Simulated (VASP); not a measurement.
Write the native input for VASP 6.6.1 that does the following.

```
Task                    : single point
Functional              : LDA
Potentials or basis     : VASP PAW LDA potentials, release 64 (Ba_sv, Sr_sv)
Cutoff                  : 520 eV
k mesh                  : 6 × 6 × 6
Occupations             : gaussian, width 0.05 eV
Spin                    : no spin polarisation
Dipole correction       : no
k mesh for the DOS      : 9 × 9 × 9
Occupations for the DOS : tetrahedron
Further INCAR settings  : ALGO = Fast; EDIFF = 1e-06; NBANDS = 28
```

BaSr3:

```
Ba Sr
1.0
     6.21319    0.00000    0.00000
     0.00000    6.21319    0.00000
    -3.10659   -3.10659    6.15467
Ba Sr
1 3
Direct
  0.00000 0.00000 0.00000
  0.25000 0.75000 0.50000
  0.75000 0.25000 0.50000
  0.50000 0.50000 0.00000
```

One way to write it, as run:

POSCAR

```
BaSr3
1.0
    6.2131873200      0.0000000000      0.0000000000
    0.0000000000      6.2131873200      0.0000000000
   -3.1065936600     -3.1065936600      6.1546734900
Ba Sr
1 3
Direct
    0.0000000000      0.0000000000      0.0000000000
    0.2500000000      0.7500000000      0.5000000000
    0.7500000000      0.2500000000      0.5000000000
    0.5000000000      0.5000000000      0.0000000000
```

INCAR.step1

```
PREC = Accurate
ENCUT = 520
EDIFF = 1E-6
ISMEAR = 0
SIGMA = 0.05
LREAL = F
LASPH = T
NELM = 80
ALGO = Fast
ISIF = 2
LWAVE = F
LCHARG = T
GGA = CA
NBANDS = 28
```

KPOINTS.step1

```
regular mesh
0
Gamma
  6 6 6
```

INCAR.step2

```
PREC = Accurate
ENCUT = 520
EDIFF = 1E-6
ISMEAR = -5
SIGMA = 0.05
LREAL = F
LASPH = T
NELM = 80
ALGO = Fast
ISIF = 2
LWAVE = F
LCHARG = F
GGA = CA
LORBIT = 10
NBANDS = 28
NEDOS = 1001
ICHARG = 11
```

KPOINTS.step2

```
regular mesh
0
Gamma
  9 9 9
```

Potentials or basis: VASP PAW LDA potentials, release 64 (Ba_sv, Sr_sv).

Command:

```console
$ cat potpaw_LDA.64/Ba_sv/POTCAR potpaw_LDA.64/Sr_sv/POTCAR > POTCAR
$ cp INCAR.step1 INCAR
$ cp KPOINTS.step1 KPOINTS
$ mpirun -np 1 vasp_std > vasp.out
$ cp INCAR.step2 INCAR
$ cp KPOINTS.step2 KPOINTS
$ mpirun -np 1 vasp_std > vasp.out
```

It gave:

```yaml
Valence_electrons_inside_the_program's_atomic_spheres: Ba 7.88; Sr 7.89
```

It took 47 min on 1 thread of AMD EPYC 7R13, on a shared host, peak memory 0.54 GiB.
